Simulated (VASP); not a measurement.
Wanted: the native input for a VASP 6.6.1 run.

```yaml
Task: single point
Functional: PBE
Potentials_or_basis: VASP PAW PBE potentials, release 64 (Al)
Cutoff: 500 eV
k_mesh: 6 × 6 × 6
Occupations: fermi-dirac, width 0.03 eV
Spin: no spin polarisation
Dipole_correction: no
Further_INCAR_settings: ALGO = Normal; EDIFF = 1e-06; NBANDS = 8
```

The structure of Al lies in POSCAR:

```
Al
1.0
    0.0000000000      2.0248050000      2.0248050000
    2.0248050000      0.0000000000      2.0248050000
    2.0248050000      2.0248050000      0.0000000000
Al
1
Direct
    0.0000000000      0.0000000000      0.0000000000
```

The input as run:

INCAR

```
SYSTEM = Al
PREC = Accurate
ENCUT = 500
EDIFF = 1E-6
ISMEAR = -1
SIGMA = 0.03
LREAL = .False.
LASPH = .True.
NELM = 120
ALGO = Normal
ISIF = 2
LWAVE = .False.
LCHARG = .False.
GGA = PE
NBANDS = 8
GGA_COMPAT = .False.
```

KPOINTS

```
Automatic mesh
0
Gamma
  6 6 6
  0 0 0
```

Potentials or basis: VASP PAW PBE potentials, release 64 (Al).

Command:

```bash
$ cat potpaw_PBE.64/Al/POTCAR > POTCAR
$ mpirun -np 1 vasp_std > vasp.out
```

Results of the run:

The pressure is 0.0 GPa.

Caveat: the k points lie up to 0.45 Å⁻¹ apart.

Wall time 1.7 s on 1 thread of AMD EPYC 9R45 96-Core Processor (Zen 5) (shared host), peak memory 0.1 GiB.
